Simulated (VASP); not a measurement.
Set up this calculation in VASP 6.6.1, as the native input.

* Task: single point
* Functional: BLYP
* Dispersion: D4
* Potentials or basis: VASP PAW PBE potentials, release 64 (W_sv)
* Cutoff: 520 eV
* k mesh: 11 × 11 × 11
* Occupations: fermi-dirac, width 0.05 eV
* Spin: no spin polarisation
* Dipole correction: no
* Further INCAR settings: ALGO = Fast; EDIFF = 1e-06; NBANDS = 13

The structure of W lies in POSCAR:

```
W
1.0
    0.0000000000      2.0119819875      2.0119819875
    2.0119819875      0.0000000000      2.0119819875
    2.0119819875      2.0119819875      0.0000000000
W
1
Direct
    0.0000000000      0.0000000000      0.0000000000
```

The input as run:

INCAR

```
AGGAC = 1.0 ; AGGAX = 1.0
ALDAC = 0.0 ; ALDAX = 1.0
ALGO = Fast ; EDIFF = 1E-6
ENCUT = 520 ; GGA = B5
ISIF = 2 ; ISMEAR = -1
IVDW = 13 ; LASPH = T
LCHARG = T ; LELF = T
LREAL = F ; LVHAR = T
LWAVE = F ; NBANDS = 13
NELM = 100 ; PREC = Accurate
SIGMA = 0.05 ; VDW_A1 = 0.44488865
VDW_A2 = 4.0933009 ; VDW_S6 = 1.0
VDW_S8 = 2.34076671
```

KPOINTS

```
k-points
0
Gamma
  11 11 11
```

Potentials or basis: VASP PAW PBE potentials, release 64 (W_sv).

Command:

```bash
$ cat potpaw_PBE.64/W_sv/POTCAR > POTCAR
$ mpirun -np 1 vasp_std > vasp.out
```

Results of the run:

The pressure is 1.7 GPa. The band gap on the k mesh is zero (band 7 reaches 14.10 eV, above the bottom of band 8 at 10.51 eV). The dispersion energy per atom is -1.321 eV.

Caveat: the PAW data sets were made with another functional, which shifts forces and pressure a little; spin-orbit coupling is left out, which moves the levels of the heavy elements; pairwise dispersion overbinds metals, which lowers pressure and volume.

Wall time 11 s on 1 thread of Intel(R) Xeon(R) 6975P-C (Granite Rapids), on a shared host, peak memory 0.14 GiB.
